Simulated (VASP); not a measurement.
Input of a VASP 6.6.1 run:

The input INCAR:

```
PREC     = Accurate       # precision mode
ENCUT    = 520            # plane-wave cutoff, eV
EDIFF    = 1E-6           # SCF threshold, eV
ISMEAR   = -1             # smearing method
SIGMA    = 0.02           # smearing width, eV
LREAL    = False          # projectors in reciprocal space
LASPH    = True           # aspherical terms in the spheres
NELM     = 100            # most SCF steps
ALGO     = Normal         # electronic algorithm
ISIF     = 2              # what is computed and relaxed
LWAVE    = False          # write WAVECAR
LCHARG   = False          # write CHGCAR
NBANDS   = 26             # bands
```

The input KPOINTS:

```
Automatic mesh
0
Gamma
  12 12 6
```

The input POSCAR:

```
GaN
1.0
    3.2759370727      0.0000000000      0.0000000000
   -1.6379685364      2.8370447262      0.0000000000
    0.0000000000      0.0000000000      4.6798279389
Ga N
2 2
Direct
    0.3333333333      0.6666666667      0.2500000000
    0.6666666667      0.3333333333      0.7500000000
    0.6666666667      0.3333333333      0.2500000000
    0.3333333333      0.6666666667      0.7500000000
```

Potentials or basis: VASP PAW LDA potentials, release 64 (Ga_d, N).

Command:

```sh
$ cat potpaw_LDA.64/Ga_d/POTCAR potpaw_LDA.64/N/POTCAR > POTCAR
$ mpirun -np 1 vasp_std > vasp.out
```

**Question.** Estimate the pressure.

**Answer.** 1.2 GPa.

**Question.** What does it give for the band gap on the k mesh?

**Answer.** 1.72 eV.

Stress tensor (GPa, compression positive):
```
1.52 0.00 0.00
0.00 1.52 0.00
0.00 0.00 0.49
```
